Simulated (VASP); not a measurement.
Set up this calculation in VASP 6.6.1, as the native input.

| Item | Value |
| --- | --- |
| Task | single point |
| Functional | PBE |
| Potentials or basis | VASP PAW PBE potentials, release 64 (Tl_d, As) |
| Cutoff | 520 eV |
| k mesh | 8 × 8 × 6 |
| Occupations | gaussian, width 0.1 eV |
| Spin | no spin polarisation |
| Dipole correction | no |
| Further INCAR settings | ALGO = Fast; EDIFF = 1e-06; NBANDS = 32 |

The structure of TlAs2 lies in POSCAR:

```
TlAs2
1.0
    5.0164201950      0.0000000000      0.0000000000
    0.0000000000      5.0164201950      0.0000000000
    0.0000000000      0.0000000000      6.8809283736
Tl As
2 4
Direct
    0.0000000000      0.5000000000      0.6731709806
    0.5000000000      0.0000000000      0.3268290194
    0.0000000000      0.0000000000      0.0000000000
    0.5000000000      0.5000000000      0.0000000000
    0.0000000000      0.5000000000      0.1426552928
    0.5000000000      0.0000000000      0.8573447072
```

The input as run:

INCAR

```
PREC = Accurate ; ENCUT = 520
EDIFF = 1E-6 ; ISMEAR = 0
SIGMA = 0.1 ; LREAL = F
LASPH = T ; NELM = 80
ALGO = Fast ; ISIF = 2
LWAVE = F ; LCHARG = F
GGA = PE ; NBANDS = 32
```

KPOINTS

```
Automatic mesh
0
Gamma
  8 8 6
```

Potentials or basis: VASP PAW PBE potentials, release 64 (Tl_d, As).

Run with:

```console
$ cat potpaw_PBE.64/Tl_d/POTCAR potpaw_PBE.64/As/POTCAR > POTCAR
$ mpirun -np 1 vasp_std > vasp.out
```

It gave:

```yaml
Pressure: 0.0 GPa
Largest_force: 0.016 eV/Å
Band_gap_on_the_k_mesh: zero (bands 23 and 24 overlap by 1.05 eV)
```

Caveat: spin-orbit coupling is left out, which moves the levels of the heavy elements.

Wall time 7 min on 1 thread of Oxide Virtual Turin-like Processor (shared host), peak memory 0.42 GiB.
